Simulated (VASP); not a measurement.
Set up this calculation in VASP 6.6.1, as the native input.

| Quantity | Value |
| --- | --- |
| Task | single point |
| Functional | LDA |
| Potentials or basis | VASP PAW LDA potentials, release 64 (Pt) |
| Cutoff | 520 eV |
| k mesh | 18 × 18 × 18 |
| Occupations | gaussian, width 0.1 eV |
| Spin | no spin polarisation |
| Dipole correction | no |
| Further INCAR settings | ALGO = Normal; EDIFF = 1e-06; NBANDS = 11 |

The structure of Pt lies in POSCAR:

```
Pt
1.0
    0.0000000000      1.9715751800      1.9715751800
    1.9715751800      0.0000000000      1.9715751800
    1.9715751800      1.9715751800      0.0000000000
Pt
1
Direct
    0.0000000000      0.0000000000      0.0000000000
```

These files were run (other wordings do the same):

INCAR

```
SYSTEM = Pt
PREC = Accurate
ENCUT = 520
EDIFF = 1E-6
ISMEAR = 0
SIGMA = 0.1
LREAL = .FALSE.
LASPH = .TRUE.
NELM = 100
ALGO = Normal
ISIF = 2
LWAVE = .FALSE.
LCHARG = .FALSE.
GGA = CA
NBANDS = 11
```

KPOINTS

```
regular mesh
0
G
  18 18 18
  0 0 0
```

Potentials or basis: VASP PAW LDA potentials, release 64 (Pt).

Run with:

```bash
$ cat potpaw_LDA.64/Pt/POTCAR > POTCAR
$ mpirun -np 1 vasp_std > vasp.out
```

Results of the run:

- Pressure: -9.9 GPa
- Band gap on the k mesh: zero (bands 5 and 6 overlap by 2.16 eV)

Caveat: the cell stands under tension; spin-orbit coupling is left out, which moves the levels of the heavy elements.

Run time: 16 s on 1 thread of AMD EPYC 9R45 96-Core Processor (Zen 5), with other jobs on the host, peak memory 0.13 GiB.
